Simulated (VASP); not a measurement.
# GaGe (I-4m2) in VASP: single point with LDA

Aim: the single point of GaGe with LDA.

Program: VASP 6.6.1. These are calculated values, not measurements. Logs are shortened: lines on timing, memory, paths and dates and some standing lists are left out, and cuts for length are marked.

### Step 1. The cell of the first run

It takes space group I-4m2 (No. 119, tetragonal). Conventional cell: a = 4.221 Å, b = 4.221 Å, c = 5.622 Å, α = 90.00°, β = 90.00°, γ = 90.00°. Ga (site symmetry -4m2) has 4 Ge at 2.54 Å within 3.3 Å. Ge (site symmetry -4m2) has 4 Ga at 2.54 Å within 3.3 Å.

### Step 2. Single point, LDA (strain +0.030 along x and y, -0.030 along z)

INCAR

```
SYSTEM = GaGe
PREC     = Accurate       ! precision mode
ENCUT    = 520            ! plane-wave cutoff, eV
EDIFF    = 1E-7           ! SCF threshold, eV
ISMEAR   = 0              ! smearing method
SIGMA    = 0.15           ! smearing width, eV
LREAL    = .FALSE.        ! projectors in reciprocal space
LASPH    = .TRUE.         ! aspherical terms in the spheres
NELM     = 80             ! most SCF steps
ALGO     = Normal         ! electronic algorithm
ISIF     = 2              ! what is computed and relaxed
LWAVE    = .FALSE.        ! write WAVECAR
LCHARG   = .FALSE.        ! write CHGCAR
GGA      = CA             ! functional
NBANDS   = 20             ! bands
```

KPOINTS

```
Automatic mesh
0
G
  14 14 14
  0 0 0
```

POSCAR

```
GaGe
1.0
    0.0000000000      2.9847793200      2.8109086800
    2.9847793200      0.0000000000      2.8109086800
    2.9847793200      2.9847793200      0.0000000000
Ga Ge
1 1
Direct
    0.7500000000      0.7500000000      0.7500000000
    0.0000000000      0.0000000000      0.0000000000
```

Potentials or basis: VASP PAW LDA potentials, release 64 (Ga_d, Ge_d).

The run is started by

```bash
$ cat potpaw_LDA.64/Ga_d/POTCAR potpaw_LDA.64/Ge_d/POTCAR > POTCAR
$ mpirun -np 1 vasp_std > vasp.out
```

OUTCAR:

```text
SYSTEM = GaGe
   PREC = Accurate
   ENCUT = 520
   EDIFF = 1E-7
   ISMEAR = 0
   LREAL = .FALSE.
   LASPH = .TRUE.
   NELM = 80
   ISIF = 2
   GGA = CA

 ion  position               nearest neighbor table
   1  0.750  0.750  0.750-   2 2.54   2 2.54   2 2.54   2 2.54
   2  0.000  0.000  0.000-   1 2.54   1 2.54   1 2.54   1 2.54

  LATTYP: Found a body centered tetragonal cell.
 ALAT       =     4.2211153950
 C/A-ratio  =     1.3318321898

  Lattice vectors:

 A1 = (   0.0000000000,  -2.9847793200,  -2.8109086800)
 A2 = (   0.0000000000,   2.9847793200,  -2.8109086800)
 A3 = (   2.9847793200,   0.0000000000,   2.8109086800)

Analysis of symmetry for initial positions (statically):
=====================================================================
 Subroutine PRICEL returns:
 Original cell was already a primitive cell.

 Routine SETGRP: Setting up the symmetry group for a
 body centered tetragonal supercell.

 Subroutine GETGRP returns: Found  8 space group operations
 (whereof  8 operations were pure point group operations)
 out of a pool of 16 trial point group operations.

The static configuration has the point symmetry D_2d.

Analysis of symmetry for dynamics (positions and initial velocities):
=====================================================================
 Subroutine PRICEL returns:
 Original cell was already a primitive cell.

 Routine SETGRP: Setting up the symmetry group for a
 body centered tetragonal supercell.

 Subroutine GETGRP returns: Found  8 space group operations
 (whereof  8 operations were pure point group operations)
 out of a pool of 16 trial point group operations.

The dynamic configuration has the point symmetry D_2d.

 Subroutine INISYM returns: Found  8 space group operations
 (whereof  8 operations are pure point group operations),
 and found     1 'primitive' translations

----------------------------------------------------------------------------------------

                                     Primitive cell

  volume of cell :      50.0843

  direct lattice vectors                    reciprocal lattice vectors
     0.000000000  2.984779320  2.810908680    -0.167516572  0.167516572  0.177878422
     2.984779320  0.000000000  2.810908680     0.167516572 -0.167516572  0.177878422
     2.984779320  2.984779320  0.000000000     0.167516572  0.167516572 -0.177878422

  length of vectors
     4.100014048  4.100014048  4.221115395     0.296250463  0.296250463  0.296250463

  position of ions in fractional coordinates (direct lattice)
     0.750000000  0.750000000  0.750000000
     0.000000000  0.000000000  0.000000000

  ion indices of the primitive-cell ions
   primitive index   ion index
                 1           1
                 2           2

----------------------------------------------------------------------------------------

 KPOINTS: Automatic mesh

Automatic generation of k-mesh.
 Grid dimensions read from file:
 generate k-points for:   14   14   14

 Generating k-lattice:

  Cartesian coordinates                     Fractional coordinates (reciprocal lattice)
    -0.011965469  0.011965469  0.012705602     0.071428571 -0.000000000  0.000000000
     0.011965469 -0.011965469  0.012705602    -0.000000000  0.071428571  0.000000000
     0.011965469  0.011965469 -0.012705602     0.000000000  0.000000000  0.071428571

  Length of vectors
     0.021160747  0.021160747  0.021160747

  Shift w.r.t. Gamma in fractional coordinates (k-lattice)
     0.000000000  0.000000000  0.000000000

 Subroutine IBZKPT returns following result:
 ===========================================

 Found    244 irreducible k-points:

 Following reciprocal coordinates:
            Coordinates               Weight
  0.000000  0.000000  0.000000      1.000000
  0.071429  0.000000  0.000000      8.000000
  0.142857  0.000000  0.000000      8.000000
  0.214286  0.000000  0.000000      8.000000
  0.285714  0.000000  0.000000      8.000000
  0.357143 -0.000000  0.000000      8.000000
[... 16 lines left out ...]
  0.214286  0.142857  0.000000      8.000000
  0.285714  0.142857  0.000000      8.000000
 [... further k-points ...]
   k-points           NKPTS =    244   k-points in BZ     NKDIM =    244   number of bands    NBANDS=     20
   number of dos      NEDOS =    301   number of ions     NIONS =      2
   total plane-waves  NPLWV =  28800
   dimension x,y,z NGX =    30 NGY =   30 NGZ =   32
   dimension x,y,z NGXF=    60 NGYF=   60 NGZF=   64
   ions per type =               1   1
   NGX,Y,Z   is equivalent  to a cutoff of  12.16, 12.16, 12.60 a.u.
   NGXF,Y,Z  is equivalent  to a cutoff of  24.33, 24.33, 25.21 a.u.
 SYSTEM =  GaGe
   PREC   = accura    normal or accurate (medium, high low for compatibility)
   ISTART =      0    job   : 0-new  1-cont  2-samecut
   ICHARG =      2    charge: 1-file 2-atom 10-const
   ISPIN  =      1    spin polarized calculation?
   LNONCOLLINEAR =      F non collinear calculations
   LSORBIT =      F    spin-orbit coupling
   LASPH  =      T    aspherical Exc in radial PAW
   ENCUT  =  520.0 eV  38.22 Ry    6.18 a.u.   7.62  7.62  7.85*2*pi/ulx,y,z
   NELM   =     80;   NELMIN=  2; NELMDL= -5     # of ELM steps
   EDIFF  = 0.1E-06   stopping-criterion for ELM
   LREAL  =      F    real-space projection
   EDIFFG = 0.1E-05   stopping-criterion for IOM
   NSW    =      0    number of steps for IOM
   IBRION =     -1    ionic relax: 0-MD 1-quasi-New 2-CG
   NFREE  =      0    steps in history (QN), initial steepest desc. (CG)
   ISIF   =      2    stress and relaxation
   ISYM   =      2    0-nonsym 1-usesym 2-fastsym
   POTIM  = 0.5000    time-step for ionic-motion
   TEBEG  =    0.0;   TEEND  =   0.0 temperature during run
   PSTRESS=    0.0 pullay stress
   NELECT =      27.0000    total number of electrons
   NUPDOWN=      -1.0000    fix difference up-down
   EMIN   =  10.00;   EMAX   =-10.00  energy-range for DOS
   EFERMI =   0.00;   METHOD = LEGACY
   ISMEAR =     0;   SIGMA  =   0.15  broadening in eV -4-tet -1-fermi 0-gaus
   EFERMI_NEDOS =   21; number of points for ismear=-14 and -15
   IALGO  =     38    algorithm
   IMIX   =      4    mixing-type and parameters
     AMIX     =   0.40;   BMIX     =  1.00
     AMIX_MAG =   1.60;   BMIX_MAG =  1.00
  volume/ion in A,a.u.               =      25.04       168.99
  Fermi-wavevector in a.u.,A,eV,Ry     =   1.332383  2.517838 24.153661  1.775244
  Thomas-Fermi vector in A             =   2.461322
   LORBIT       =      0    0 simple, 1 ext, 2 COOP (PROOUT), +10 PAW based schemes
   GGA     = CA    functional components
   LHFCALC =     F    Hartree Fock is set to
   AEXX    =    0.0000 exact exchange contribution
   IVDW    =     0    specifies the selected vdW correction
   LEPSILON=     F    determine dielectric tensor
   LRPA    =     F    only Hartree local field effects (RPA)
 non-spin polarized calculation
 Gauss-broadening in eV      SIGMA  =   0.15
  energy-cutoff  :      520.00
  volume of cell :       50.08
 maximum number of plane-waves:      1371
   NGX = 15   NGY = 15   NGZ = 15

 number of electron      26.9999996 magnetization

 Free energy of the ion-electron system (eV)
  ---------------------------------------------------
  ext. energy  EPLUGINS =         0.00000000
  ---------------------------------------------------
  free energy    TOTEN  =        -8.34357252 eV

  energy without entropy =       -8.32995200  energy(sigma->0) =       -8.33676226

 E-fermi :   2.5697     XC(G=0):  -9.7665

 val. band max:        2.5569561072   @ k =  -0.4286   0.2143   0.1429
 cond. band min:       2.5777630411   @ k =  -0.4286   0.0714   0.0000
 fundamental gap:      0.0208069339
 Fermi energy:         2.5697463321

 k-point     1 :       0.0000    0.0000    0.0000
  band No.  band energies     occupation
      1     -21.4733      2.00000
      2     -21.4733      2.00000
      3     -21.4631      2.00000
      4     -21.4595      2.00000
      5     -21.4446      2.00000
      6     -11.8436      2.00000
[... 12 lines left out ...]
     19      10.0496      0.00000
     20      12.7317      0.00000

 k-point     2 :       0.0714    0.0000    0.0000
  band No.  band energies     occupation
      1     -21.4732      2.00000
      2     -21.4731      2.00000
      3     -21.4630      2.00000
      4     -21.4595      2.00000
      5     -21.4445      2.00000
      6     -11.8441      2.00000
[... 12 lines left out ...]
     19      10.4055      0.00000
     20      12.3077      0.00000

 k-point     3 :       0.1429    0.0000    0.0000
  band No.  band energies     occupation
      1     -21.4730      2.00000
      2     -21.4728      2.00000
      3     -21.4629      2.00000
      4     -21.4594      2.00000
      5     -21.4444      2.00000
      6     -11.8461      2.00000
[... 12 lines left out ...]
     19      11.1872      0.00000
     20      11.8766      0.00000

 k-point     4 :       0.2143    0.0000    0.0000
  band No.  band energies     occupation
      1     -21.4728      2.00000
      2     -21.4723      2.00000
      3     -21.4627      2.00000
      4     -21.4594      2.00000
      5     -21.4441      2.00000
      6     -11.8501      2.00000
[... 12 lines left out ...]
     19      11.4949      0.00000
     20      11.8267      0.00000

 k-point     5 :       0.2857    0.0000    0.0000
  band No.  band energies     occupation
      1     -21.4726      2.00000
      2     -21.4717      2.00000
      3     -21.4626      2.00000
      4     -21.4592      2.00000
      5     -21.4438      2.00000
      6     -11.8550      2.00000
[... 12 lines left out ...]
     19      11.3587      0.00000
     20      12.2553      0.00000

 k-point     6 :       0.3571   -0.0000    0.0000
  band No.  band energies     occupation
      1     -21.4724      2.00000
      2     -21.4712      2.00000
      3     -21.4626      2.00000
      4     -21.4591      2.00000
      5     -21.4435      2.00000
      6     -11.8596      2.00000
[... 12 lines left out ...]
     19      11.5294      0.00000
     20      13.0050      0.00000

 k-point     7 :       0.4286    0.0000    0.0000
  band No.  band energies     occupation
      1     -21.4722      2.00000
      2     -21.4709      2.00000
      3     -21.4625      2.00000
      4     -21.4589      2.00000
      5     -21.4433      2.00000
      6     -11.8629      2.00000
[... 12 lines left out ...]
     19      12.6299      0.00000
     20      13.9161      0.00000
[... 277 lines left out ...]
 k-point    20 :      -0.1429    0.0714    0.0000
  band No.  band energies     occupation
      1     -21.4732      2.00000
      2     -21.4726      2.00000
      3     -21.4625      2.00000
      4     -21.4592      2.00000
      5     -21.4444      2.00000
      6     -11.8494      2.00000
[... 12 lines left out ...]
     19      11.3012      0.00000
     20      11.5610      0.00000

 k-point    21 :      -0.0714    0.0714    0.0000
  band No.  band energies     occupation
      1     -21.4733      2.00000
      2     -21.4730      2.00000
      3     -21.4628      2.00000
      4     -21.4594      2.00000
      5     -21.4445      2.00000
      6     -11.8464      2.00000
[... 12 lines left out ...]
     19      10.8911      0.00000
     20      11.6757      0.00000

 k-point    22 :       0.1429    0.1429    0.0000
  band No.  band energies     occupation
      1     -21.4722      2.00000
      2     -21.4722      2.00000
      3     -21.4637      2.00000
      4     -21.4598      2.00000
      5     -21.4439      2.00000
      6     -11.8445      2.00000
[... 12 lines left out ...]
     19      11.3873      0.00000
     20      11.8487      0.00000

 k-point    23 :       0.2143    0.1429    0.0000
  band No.  band energies     occupation
      1     -21.4718      2.00000
      2     -21.4717      2.00000
      3     -21.4639      2.00000
      4     -21.4600      2.00000
      5     -21.4435      2.00000
      6     -11.8498      2.00000
[... 12 lines left out ...]
     19      11.1496      0.00000
     20      12.5432      0.00000

 k-point    24 :       0.2857    0.1429    0.0000
  band No.  band energies     occupation
      1     -21.4714      2.00000
      2     -21.4711      2.00000
      3     -21.4638      2.00000
      4     -21.4600      2.00000
      5     -21.4432      2.00000
      6     -11.8553      2.00000
[... 12 lines left out ...]
     19      11.6473      0.00000
     20      12.9750      0.00000

 [... further k-points ...]

------------------------ aborting loop because EDIFF is reached ----------------------------------------

  FORCE on cell =-STRESS in cart. coord.  units (eV):
  Direction    XX          YY          ZZ          XY          YZ          ZX
  --------------------------------------------------------------------------------------
  -------------------------------------------------------------------------------------
  Total       -1.7044020     -1.7044020     -1.5475098      0.0000000      0.0000000      0.0000000
  in kB      -54.5232132    -54.5232132    -49.5042859      0.0000000      0.0000000      0.0000000
  external PRESSURE =     -52.8502374 kB  Pullay stress =       0.0000000 kB

 VOLUME and BASIS-vectors are now :
 -----------------------------------------------------------------------------
  energy-cutoff  :      520.00
  volume of cell :       50.08
      direct lattice vectors                 reciprocal lattice vectors
     0.000000000  2.984779320  2.810908680    -0.167516572  0.167516572  0.177878422
     2.984779320  0.000000000  2.810908680     0.167516572 -0.167516572  0.177878422
     2.984779320  2.984779320  0.000000000     0.167516572  0.167516572 -0.177878422

 POSITION                                       TOTAL-FORCE (eV/Angst)
 -----------------------------------------------------------------------------------
      4.47717      4.47717      4.21636        -0.000000     -0.000000     -0.000000
      0.00000      0.00000      0.00000         0.000000      0.000000      0.000000
 -----------------------------------------------------------------------------------
    total drift:                                0.000010      0.000010      0.000022

  FREE ENERGIE OF THE ION-ELECTRON SYSTEM (eV)
  ---------------------------------------------------
  free  energy   TOTEN  =        -8.3435725210 eV

  energy  without entropy=       -8.3299520043  energy(sigma->0) =       -8.33676226
```

It took 97 s on 1 thread of Intel Xeon Platinum 8559C (Emerald Rapids), shared host; peak memory 0.34 GiB.

What came out:

| Quantity | Value |
| --- | --- |
| Free energy | -8.3436 eV |
| Pressure | -5.3 GPa |
| Band gap on the k mesh | zero (an odd number of electrons rules out a gap without spin polarisation) |

Stress tensor (GPa, compression positive):
```
-5.45  0.00  0.00
 0.00 -5.45  0.00
 0.00  0.00 -4.95
```

Levels at points of the mesh, in eV from the Fermi level:
| k point | band 12 | band 13 | band 14 | band 15 | band 16 | band 17 |
| --- | --- | --- | --- | --- | --- | --- |
| (0.00, 0.00, 0.00) | 1.54 | 1.54 | 1.63 | 1.88 | 4.19 | 4.40 |
| (0.50, 0.00, 0.00) | -5.27 | 0.17 | 0.63 | 1.81 | 5.11 | 5.55 |
| (0.50, 0.50, 0.00) | -5.54 | -1.43 | -1.43 | 2.05 | 2.07 | 10.69 |
| (0.50, 0.00, 0.50) | -5.85 | -1.05 | -1.01 | 2.44 | 2.56 | 10.38 |

Caveat: the cell differs from its parent crystal (strain +0.030 along x and y, -0.030 along z); the cell stands under tension; an odd number of electrons without spin polarisation forces a metal; a magnetic or distorted state may lie lower.

The gap in the log of VASP goes by the Fermi energy; the results here count the filled bands.